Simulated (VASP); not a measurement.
Write the native input for VASP 6.6.1 that does the following.

- Task: single point
- Functional: PBE
- Potentials or basis: VASP PAW PBE potentials, release 64 (B)
- Cutoff: 520 eV
- k mesh: 18 × 18 × 18
- Occupations: gaussian, width 0.1 eV
- Spin: no spin polarisation
- Dipole correction: no
- Further INCAR settings: ALGO = Normal; EDIFF = 1e-06; NBANDS = 12

The structure of B lies in POSCAR:

```
B
1.0
   -1.7832783485      1.7832783485      1.7832783485
    1.7832783485     -1.7832783485      1.7832783485
    1.7832783485      1.7832783485     -1.7832783485
B
3
Direct
    0.0000000000      0.5000000000      0.5000000000
    0.5000000000      0.0000000000      0.5000000000
    0.5000000000      0.5000000000      0.0000000000
```

These files were run (other wordings do the same):

INCAR

```
  ALGO = Normal
  EDIFF = 1E-6
  ENCUT = 520
  GGA = PE
  ISIF = 2
  ISMEAR = 0
  LASPH = T
  LCHARG = F
  LREAL = F
  LWAVE = F
  NBANDS = 12
  NELM = 60
  PREC = Accurate
  SIGMA = 0.1
```

KPOINTS

```
k-points
0
Gamma
  18 18 18
```

Potentials or basis: VASP PAW PBE potentials, release 64 (B).

Launch:

```console
$ cat potpaw_PBE.64/B/POTCAR > POTCAR
$ mpirun -np 1 vasp_std > vasp.out
```

It gave:

```yaml
Pressure: 0.0 GPa
```

It took 12 s on 1 thread of Intel(R) Xeon(R) 6975P-C (Granite Rapids), with other jobs on the host, peak memory 0.16 GiB.
